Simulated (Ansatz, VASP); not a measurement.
## ZnO in VASP and in Ansatz

File POSCAR:

```
ZnO
1.0
    0.0000000000      2.1337703828      2.1337703828
    2.1337703828      0.0000000000      2.1337703828
    2.1337703828      2.1337703828      0.0000000000
Zn O
1 1
Direct
    0.0000000000      0.0000000000      0.0000000000
    0.5000000000      0.5000000000      0.5000000000
```

INCAR.step1

```
PREC = Accurate
ENCUT = 520
EDIFF = 1E-5
ISMEAR = 0
SIGMA = 0.01
LREAL = F
LASPH = T
NELM = 60
ALGO = Normal
ISIF = 2
LWAVE = T
LCHARG = F
GGA = PE
NBANDS = 16
```

Contents of INCAR.step2:

```
PREC = Accurate
ENCUT = 520
EDIFF = 1E-6
ISMEAR = 0
SIGMA = 0.01
LREAL = F
LASPH = T
NELM = 60
ALGO = Normal
ISIF = 2
LWAVE = F
LCHARG = F
GGA = PE
LHFCALC = T
AEXX = 0.05
HFSCREEN = 0.3
PRECFOCK = Normal
ISTART = 1
NBANDS = 16
```

Contents of KPOINTS:

```
Automatic mesh
0
Gamma
  4 4 4
```

Input for Ansatz:

```yaml
crystal:
  lattice:
    - [0.0, 2.1337703828, 2.1337703828]
    - [2.1337703828, 0.0, 2.1337703828]
    - [2.1337703828, 2.1337703828, 0.0]
  atoms:
    - { symbol: Zn, position: [0.0, 0.0, 0.0] }
    - { symbol: O, position: [0.5, 0.5, 0.5] }
kpoints:
  mp_grid: { grid: [4, 4, 4] }
hamiltonian:
  xc: { exchange: pbe, correlation: pbe, exx: { coeff: 0.05, omega: 0.3 } }
scf:
  occupations: { method: fixed }
  n_extra_bands: 4
output:
  forces: true
  stress: true
  eigenvalues: true
```

Alike in both runs: task single point; functional PBE-based screened hybrid; k mesh 4 × 4 × 4; no spin polarisation.

```csv
,VASP,Ansatz
version,VASP 6.6.1,Ansatz 0.2.0
potentials or method,"VASP PAW PBE potentials, release 64 (Zn, O)",plane waves
plane-wave cutoff (eV),520,420
occupations,"gaussian, width 0.01 eV",fixed
valence electrons in the cell,18,18
```

|  | VASP | Ansatz | Ansatz less VASP |
| --- | --- | --- | --- |
| gap on the k mesh at the Fermi level (eV) | 1.20 | 1.24 | +0.040 |
| pressure (GPa) | 7.7 | 6.5 | -1.25 |

VASP's potentials were made for PBE, not for PBE-based screened hybrid. Ansatz's warnings: stress exchange threshold loose, stress scf threshold loose.

The k mesh is coarse, so the values compare programs but aren't converged.
